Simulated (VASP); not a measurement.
Here is a VASP 6.6.1 calculation.

INCAR

```
  PREC = Accurate
  ENCUT = 520
  EDIFF = 1E-7
  ISMEAR = 1
  SIGMA = 0.074
  LREAL = F
  LASPH = T
  NELM = 150
  ALGO = Normal
  ISIF = 2
  LWAVE = F
  LCHARG = T
  ISPIN = 2
  MAGMOM = 0 0.19 0.19 1.73 1.73
  LORBIT = 11
  LMAXMIX = 4
  GGA = PE
  LELF = T
  LVHAR = T
  NBANDS = 30
```

File KPOINTS:

```
Automatic mesh
0
Gamma
  2 2 2
  0 0 0.5
```

POSCAR

```
CuBr2N2
1.0
    3.8371950000     -3.8872890000      0.0000000000
    3.8371950000      3.8872890000      0.0000000000
   -0.7380830000      0.0000000000      3.9625100000
Cu Br N
1 2 2
Direct
    0.0000000000      0.0000000000      0.0000000000
    0.7527280000      0.7527280000      0.5777260000
    0.2472720000      0.2472720000      0.4222740000
    0.2410870000      0.7589130000      0.0000000000
    0.7589130000      0.2410870000      0.0000000000
```

Potentials or basis: VASP PAW PBE potentials, release 64 (Cu, Br, N).

Run with:

```bash
$ cat potpaw_PBE.64/Cu/POTCAR potpaw_PBE.64/Br/POTCAR potpaw_PBE.64/N/POTCAR > POTCAR
$ mpirun -np 1 vasp_std > vasp.out
```

Question: Estimate the pressure.

Answer: -0.5 GPa.

Question: What does it give for the band gap on the k mesh?

Answer: 0.58 eV (least direct gap 0.65 eV).

Question: What does it give for the net moment?

Answer: 5.00 μB per cell.

Question: Predict the largest force.

Answer: 0.122 eV/Å.

Stress tensor (GPa, compression positive):
```
-0.25  0.00  0.24
 0.00  0.42  0.00
 0.24  0.00 -1.76
```

Caveat: the k points lie up to 0.79 Å⁻¹ apart; a shifted mesh leaves out Γ, where band edges can lie; a cell with one magnetic atom can't hold antiferromagnetic order, which such compounds often take. A k mesh can miss the band edges.
